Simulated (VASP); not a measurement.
The system is Mg3Zn7S10.

```
Mg S Zn
1.0
     0.00000    0.00000    6.15599
     0.00000    6.58178    0.00000
    -9.49998   -3.29089    0.00000
Mg S Zn
3 10 7
Direct
  0.00193 0.33550 0.99951
  0.50103 0.26626 0.19742
  0.50251 0.66380 0.99574
  0.37505 0.73134 0.79696
  0.37870 0.53499 0.40199
  0.38019 0.12931 0.60011
  0.37581 0.33163 0.00001
  0.38216 0.92457 0.19659
  0.87881 0.46815 0.60042
  0.87618 0.27172 0.19819
  0.87878 0.87311 0.40365
  0.87725 0.06667 0.79774
  0.88425 0.66821 0.99910
  0.00040 0.73121 0.79847
  0.99988 0.53344 0.39691
  0.00491 0.13704 0.60185
  0.99868 0.92782 0.19735
  0.49736 0.46451 0.59937
  0.49800 0.86780 0.40571
  0.49884 0.06126 0.79898
```

- Program: VASP 6.6.1
- Task: relaxation of cell and atoms
- Functional: PBE
- Potentials or basis: VASP PAW PBE potentials, release 64 (Mg, S, Zn)
- Cutoff: 500 eV
- k mesh: 2 × 2 × 1, shifted
- Occupations: gaussian, width 0.1 eV
- Spin: no spin polarisation

At the start: pressure 7.2 GPa; volume 19.25 Å³/atom.

Q: Where does the relaxation end?

A: Over 12 steps the energy falls by 53.2 meV/atom and the volume is 21.03 Å³/atom (+9.3 %); space group P1 (No. 1, to 0.1 Å) before and after.

Step by step:
```tsv
step	energy change (eV)	largest force (eV/Å)	pressure (GPa)	volume (Å³)
1	0.0000	1.1564	7.19	384.91
2	-0.8663	0.3922	-1.99	435.05
3	-0.9264	0.5214	-0.41	423.77
4	-0.9887	0.3096	-0.20	422.16
5	-1.0301	0.2903	0.24	419.27
6	-1.0475	0.1715	-0.06	421.11
7	-1.0516	0.1128	-0.30	422.59
8	-1.0596	0.0681	0.09	420.01
9	-1.0597	0.0680	0.13	419.75
10	-1.0623	0.0426	-0.01	420.64
11	-1.0625	0.0418	-0.06	420.97
12	-1.0634	0.0349	0.01	420.53
```

Final structure:
```
Mg S Zn
1.0
    -0.00014   -0.00103    6.36264
    -0.03508    6.73974   -0.00107
    -9.78922   -3.31923    0.00074
Mg S Zn
3 10 7
Direct
  0.00075 0.33037 0.99720
  0.49977 0.26601 0.20453
  0.50083 0.66738 0.99670
  0.37309 0.73158 0.79041
  0.37322 0.54152 0.40652
  0.37474 0.13524 0.59778
  0.38613 0.31926 0.99181
  0.37326 0.92551 0.20688
  0.87450 0.46431 0.59985
  0.88597 0.26915 0.20819
  0.87478 0.86730 0.40156
  0.87363 0.05964 0.79072
  0.88690 0.67996 0.99892
  0.00147 0.73188 0.79373
  0.00161 0.53803 0.40483
  0.00221 0.13216 0.59640
  0.00250 0.93398 0.20419
  0.50165 0.46583 0.59871
  0.50210 0.86886 0.40550
  0.50163 0.06032 0.79163
```
